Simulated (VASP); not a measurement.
# CdTe (F-43m) in VASP: a series of runs, part 2 of 2

VASP 6.6.1. The steps go on from the part before.

### 3 Single point, PBE (strain +2.0%)

INCAR reads:

```
  PREC = Accurate
  ENCUT = 520
  EDIFF = 1E-6
  ISMEAR = 0
  SIGMA = 0.01
  LREAL = False
  LASPH = True
  NELM = 80
  ALGO = Normal
  ISIF = 2
  LWAVE = False
  LCHARG = True
  GGA = PE
  LELF = True
  LVHAR = True
  NBANDS = 16
```

KPOINTS reads:

```
regular mesh
0
Gamma
  4 4 4
```

POSCAR reads:

```
CdTe
1.0
    0.0000000000      3.3455542169      3.3455542169
    3.3455542169      0.0000000000      3.3455542169
    3.3455542169      3.3455542169      0.0000000000
Cd Te
1 1
Direct
    0.0000000000      0.0000000000      0.0000000000
    0.2500000000      0.2500000000      0.2500000000
```

Potentials or basis: VASP PAW PBE potentials, release 64 (Cd, Te).

Started as:

```
$ cat potpaw_PBE.64/Cd/POTCAR potpaw_PBE.64/Te/POTCAR > POTCAR
$ mpirun -np 1 vasp_std > vasp.out
```

OUTCAR:

```text
PREC = Accurate
   ENCUT = 520
   EDIFF = 1E-6
   ISMEAR = 0
   LREAL = False
   LASPH = True
   NELM = 80
   ISIF = 2
   GGA = PE

 ion  position               nearest neighbor table
   1  0.000  0.000  0.000-   2 2.90   2 2.90   2 2.90   2 2.90
   2  0.250  0.250  0.250-   1 2.90   1 2.90   1 2.90   1 2.90

  LATTYP: Found a face centered cubic cell.
 ALAT       =     6.6911084338

  Lattice vectors:

 A1 = (   0.0000000000,   3.3455542169,   3.3455542169)
 A2 = (   3.3455542169,   0.0000000000,   3.3455542169)
 A3 = (   3.3455542169,   3.3455542169,   0.0000000000)

Analysis of symmetry for initial positions (statically):
=====================================================================
 Subroutine PRICEL returns:
 Original cell was already a primitive cell.

 Routine SETGRP: Setting up the symmetry group for a
 face centered cubic supercell.

 Subroutine GETGRP returns: Found 24 space group operations
 (whereof 24 operations were pure point group operations)
 out of a pool of 48 trial point group operations.

The static configuration has the point symmetry T_d .

Analysis of symmetry for dynamics (positions and initial velocities):
=====================================================================
 Subroutine PRICEL returns:
 Original cell was already a primitive cell.

 Routine SETGRP: Setting up the symmetry group for a
 face centered cubic supercell.

 Subroutine GETGRP returns: Found 24 space group operations
 (whereof 24 operations were pure point group operations)
 out of a pool of 48 trial point group operations.

The dynamic configuration has the point symmetry T_d .

 Subroutine INISYM returns: Found 24 space group operations
 (whereof 24 operations are pure point group operations),
 and found     1 'primitive' translations

----------------------------------------------------------------------------------------

                                     Primitive cell

  volume of cell :      74.8918

  direct lattice vectors                    reciprocal lattice vectors
     0.000000000  3.345554217  3.345554217    -0.149452069  0.149452069  0.149452069
     3.345554217  0.000000000  3.345554217     0.149452069 -0.149452069  0.149452069
     3.345554217  3.345554217  0.000000000     0.149452069  0.149452069 -0.149452069

  length of vectors
     4.731328147  4.731328147  4.731328147     0.258858577  0.258858577  0.258858577

  position of ions in fractional coordinates (direct lattice)
     0.000000000  0.000000000  0.000000000
     0.250000000  0.250000000  0.250000000

  ion indices of the primitive-cell ions
   primitive index   ion index
                 1           1
                 2           2

----------------------------------------------------------------------------------------

 KPOINTS: regular mesh

Automatic generation of k-mesh.
 Grid dimensions read from file:
 generate k-points for:    4    4    4

 Generating k-lattice:

  Cartesian coordinates                     Fractional coordinates (reciprocal lattice)
    -0.037363017  0.037363017  0.037363017     0.250000000  0.000000000  0.000000000
     0.037363017 -0.037363017  0.037363017     0.000000000  0.250000000  0.000000000
     0.037363017  0.037363017 -0.037363017     0.000000000  0.000000000  0.250000000

  Length of vectors
     0.064714644  0.064714644  0.064714644

  Shift w.r.t. Gamma in fractional coordinates (k-lattice)
     0.000000000  0.000000000  0.000000000

 Subroutine IBZKPT returns following result:
 ===========================================

 Found      8 irreducible k-points:

 Following reciprocal coordinates:
            Coordinates               Weight
  0.000000  0.000000  0.000000      1.000000
  0.250000  0.000000  0.000000      8.000000
  0.500000  0.000000  0.000000      4.000000
  0.250000  0.250000  0.000000      6.000000
  0.500000  0.250000  0.000000     24.000000
 -0.250000  0.250000  0.000000     12.000000
  0.500000  0.500000  0.000000      3.000000
 -0.250000  0.500000  0.250000      6.000000
   k-points           NKPTS =      8   k-points in BZ     NKDIM =      8   number of bands    NBANDS=     16
   number of dos      NEDOS =    301   number of ions     NIONS =      2
   total plane-waves  NPLWV =  46656
   dimension x,y,z NGX =    36 NGY =   36 NGZ =   36
   dimension x,y,z NGXF=    72 NGYF=   72 NGZF=   72
   ions per type =               1   1
   NGX,Y,Z   is equivalent  to a cutoff of  12.65, 12.65, 12.65 a.u.
   NGXF,Y,Z  is equivalent  to a cutoff of  25.30, 25.30, 25.30 a.u.
 SYSTEM =  unknown system
   PREC   = accura    normal or accurate (medium, high low for compatibility)
   ISTART =      0    job   : 0-new  1-cont  2-samecut
   ICHARG =      2    charge: 1-file 2-atom 10-const
   ISPIN  =      1    spin polarized calculation?
   LNONCOLLINEAR =      F non collinear calculations
   LSORBIT =      F    spin-orbit coupling
   LASPH  =      T    aspherical Exc in radial PAW
   ENCUT  =  520.0 eV  38.22 Ry    6.18 a.u.   8.80  8.80  8.80*2*pi/ulx,y,z
   NELM   =     80;   NELMIN=  2; NELMDL= -5     # of ELM steps
   EDIFF  = 0.1E-05   stopping-criterion for ELM
   LREAL  =      F    real-space projection
   EDIFFG = 0.1E-04   stopping-criterion for IOM
   NSW    =      0    number of steps for IOM
   IBRION =     -1    ionic relax: 0-MD 1-quasi-New 2-CG
   NFREE  =      0    steps in history (QN), initial steepest desc. (CG)
   ISIF   =      2    stress and relaxation
   ISYM   =      2    0-nonsym 1-usesym 2-fastsym
   POTIM  = 0.5000    time-step for ionic-motion
   TEBEG  =    0.0;   TEEND  =   0.0 temperature during run
   PSTRESS=    0.0 pullay stress
   NELECT =      18.0000    total number of electrons
   NUPDOWN=      -1.0000    fix difference up-down
   EMIN   =  10.00;   EMAX   =-10.00  energy-range for DOS
   EFERMI =   0.00;   METHOD = LEGACY
   ISMEAR =     0;   SIGMA  =   0.01  broadening in eV -4-tet -1-fermi 0-gaus
   EFERMI_NEDOS =   21; number of points for ismear=-14 and -15
   IALGO  =     38    algorithm
   IMIX   =      4    mixing-type and parameters
     AMIX     =   0.40;   BMIX     =  1.00
     AMIX_MAG =   1.60;   BMIX_MAG =  1.00
  volume/ion in A,a.u.               =      37.45       252.70
  Fermi-wavevector in a.u.,A,eV,Ry     =   1.017859  1.923474 14.096137  1.036037
  Thomas-Fermi vector in A             =   2.151284
   LORBIT       =      0    0 simple, 1 ext, 2 COOP (PROOUT), +10 PAW based schemes
   GGA     = PE    functional components
   LHFCALC =     F    Hartree Fock is set to
   AEXX    =    0.0000 exact exchange contribution
   IVDW    =     0    specifies the selected vdW correction
   LEPSILON=     F    determine dielectric tensor
   LRPA    =     F    only Hartree local field effects (RPA)
 non-spin polarized calculation
 Gauss-broadening in eV      SIGMA  =   0.01
  energy-cutoff  :      520.00
  volume of cell :       74.89
 maximum number of plane-waves:      2044
   NGX = 17   NGY = 17   NGZ = 17

 number of electron      17.9999998 magnetization

 Free energy of the ion-electron system (eV)
  ---------------------------------------------------
  ext. energy  EPLUGINS =         0.00000000
  ---------------------------------------------------
  free energy    TOTEN  =        -4.75112894 eV

  energy without entropy =       -4.75112894  energy(sigma->0) =       -4.75112894

 E-fermi :   1.6164     XC(G=0):  -8.1546

 val. band max:        1.5537067129   @ k =   0.0000   0.0000   0.0000
 cond. band min:       2.0255784380   @ k =   0.0000   0.0000   0.0000
 fundamental gap:      0.4718717251
 Fermi energy:         1.6163854543

 k-point     1 :       0.0000    0.0000    0.0000
  band No.  band energies     occupation
      1      -9.1134      2.00000
      2      -6.4828      2.00000
      3      -6.4828      2.00000
      4      -6.4828      2.00000
      5      -6.2887      2.00000
      6      -6.2887      2.00000
[... 8 lines left out ...]
     15      10.7264      0.00000
     16      10.7264      0.00000
[... 115 lines left out ...]
 k-point     8 :      -0.2500    0.5000    0.2500
  band No.  band energies     occupation
      1      -8.7081      2.00000
      2      -6.3933      2.00000
      3      -6.3844      2.00000
      4      -6.3097      2.00000
      5      -6.2863      2.00000
      6      -5.8363      2.00000
[... 8 lines left out ...]
     15      12.2341      0.00000
     16      12.5099      0.00000

------------------------ aborting loop because EDIFF is reached ----------------------------------------

  FORCE on cell =-STRESS in cart. coord.  units (eV):
  Direction    XX          YY          ZZ          XY          YZ          ZX
  --------------------------------------------------------------------------------------
  -------------------------------------------------------------------------------------
  Total       -0.3758125     -0.3758125     -0.3758125     -0.0000000      0.0000000     -0.0000000
  in kB       -8.0398438     -8.0398438     -8.0398438     -0.0000000      0.0000000     -0.0000000
  external PRESSURE =      -8.0398438 kB  Pullay stress =       0.0000000 kB

 VOLUME and BASIS-vectors are now :
 -----------------------------------------------------------------------------
  energy-cutoff  :      520.00
  volume of cell :       74.89
      direct lattice vectors                 reciprocal lattice vectors
     0.000000000  3.345554217  3.345554217    -0.149452069  0.149452069  0.149452069
     3.345554217  0.000000000  3.345554217     0.149452069 -0.149452069  0.149452069
     3.345554217  3.345554217  0.000000000     0.149452069  0.149452069 -0.149452069

 POSITION                                       TOTAL-FORCE (eV/Angst)
 -----------------------------------------------------------------------------------
      0.00000      0.00000      0.00000         0.000000     -0.000000      0.000000
      1.67278      1.67278      1.67278        -0.000000      0.000000     -0.000000
 -----------------------------------------------------------------------------------
    total drift:                               -0.000000     -0.000000     -0.000000

  FREE ENERGIE OF THE ION-ELECTRON SYSTEM (eV)
  ---------------------------------------------------
  free  energy   TOTEN  =        -4.7511289358 eV

  energy  without entropy=       -4.7511289358  energy(sigma->0) =       -4.75112894
```

It took 9.6 s on 1 thread of Intel Xeon Platinum 8559C (Emerald Rapids), shared host; peak memory 0.19 GiB.

Results:

```
Free energy            : -4.7511 eV
Pressure               : -0.8 GPa
Band gap on the k mesh : 0.47 eV, direct
```

Caveat: the cell differs from its parent crystal (strain +2.0%); spin-orbit coupling is left out, which moves the levels of the heavy elements.

### 4 Single point, PBE

INCAR reads:

```
SYSTEM = CdTe
PREC = Accurate
ENCUT = 520
EDIFF = 1E-6
ISMEAR = -1
SIGMA = 0.02
LREAL = .FALSE.
LASPH = .TRUE.
NELM = 100
ALGO = Normal
ISIF = 2
LWAVE = .FALSE.
LCHARG = .FALSE.
GGA = PE
NBANDS = 16
```

KPOINTS reads:

```
regular mesh
0
G
  6 6 6
  0 0 0
```

POSCAR reads:

```
CdTe
1.0
    0.0000000000      3.2799551146      3.2799551146
    3.2799551146      0.0000000000      3.2799551146
    3.2799551146      3.2799551146      0.0000000000
Cd Te
1 1
Direct
    0.0000000000      0.0000000000      0.0000000000
    0.2500000000      0.2500000000      0.2500000000
```

Started as:

```
$ cat potpaw_PBE.64/Cd/POTCAR potpaw_PBE.64/Te/POTCAR > POTCAR
$ mpirun -np 1 vasp_std > vasp.out
```

Run time: 11 s. Hardware: 1 thread of Intel Xeon Platinum 8559C (Emerald Rapids), shared host; peak memory 0.2 GiB.

It converged, with:

* Free energy: -4.7998 eV
* Pressure: 1.1 GPa
* Band gap on the k mesh: 0.66 eV, direct

Levels at points of the mesh, in eV from the valence-band top:
```csv
k point,band 7,band 8,band 9,band 10,band 11,band 12
"(0.00, 0.00, 0.00)",0.00,0.00,0.00,0.66,4.62,4.62
"(0.50, 0.00, 0.00)",-4.22,-0.72,-0.72,1.78,5.20,5.20
"(0.50, 0.50, 0.00)",-4.14,-1.74,-1.74,2.67,2.68,8.65
```

Caveat: spin-orbit coupling is left out, which moves the levels of the heavy elements.

### 5 Single point, PBE (strain +2.0%)

INCAR reads:

```
  PREC = Accurate
  ENCUT = 520
  EDIFF = 1E-7
  ISMEAR = -1
  SIGMA = 0.02
  LREAL = False
  LASPH = True
  NELM = 100
  ALGO = Normal
  ISIF = 2
  LWAVE = False
  LCHARG = False
  GGA = PE
  NBANDS = 16
```

KPOINTS reads:

```
Automatic mesh
0
Gamma
  6 6 6
```

POSCAR reads:

```
CdTe
1.0
    0.0000000000      3.3455542169      3.3455542169
    3.3455542169      0.0000000000      3.3455542169
    3.3455542169      3.3455542169      0.0000000000
Cd Te
1 1
Direct
    0.0000000000      0.0000000000      0.0000000000
    0.2500000000      0.2500000000      0.2500000000
```

Started as:

```
$ cat potpaw_PBE.64/Cd/POTCAR potpaw_PBE.64/Te/POTCAR > POTCAR
$ mpirun -np 1 vasp_std > vasp.out
```

Run time: 12 s. Hardware: 1 thread of Intel Xeon Platinum 8559C (Emerald Rapids), shared host; peak memory 0.21 GiB.

It converged, with:

```
Free energy            : -4.8004 eV
Pressure               : -1.0 GPa
Band gap on the k mesh : 0.48 eV, direct
```

Levels at points of the mesh, in eV from the valence-band top:
```csv
k point,band 7,band 8,band 9,band 10,band 11,band 12
"(0.00, 0.00, 0.00)",0.00,0.00,0.00,0.48,4.65,4.65
"(0.50, 0.00, 0.00)",-3.91,-0.64,-0.64,1.72,5.21,5.21
"(0.50, 0.50, 0.00)",-3.87,-1.56,-1.56,2.66,2.80,8.35
```

Caveat: the cell differs from its parent crystal (strain +2.0%); spin-orbit coupling is left out, which moves the levels of the heavy elements.

### 6 The runs side by side

```tsv
cell	k mesh	smearing	gap on the mesh (eV)	pressure (GPa)
a = 4.639 Å, angles 60.0°, 2 atoms	4 × 4 × 4	gaussian 0.01 eV	0.65	1.3
a = 4.731 Å, angles 60.0°, 2 atoms	4 × 4 × 4	gaussian 0.01 eV	0.47	-0.8
a = 4.639 Å, angles 60.0°, 2 atoms	6 × 6 × 6	fermi-dirac 0.02 eV	0.66	1.1
a = 4.731 Å, angles 60.0°, 2 atoms	6 × 6 × 6	fermi-dirac 0.02 eV	0.48	-1.0
```

Alike in all rows: task single point; level PBE; potentials or basis VASP PAW PBE potentials, release 64 (Cd, Te); no spin polarisation; cutoff (eV) 520.

Caveats: spin-orbit coupling is left out, which moves the levels of the heavy elements.

Total energies depend on the potentials used, so only differences within one code and one set of settings carry meaning.
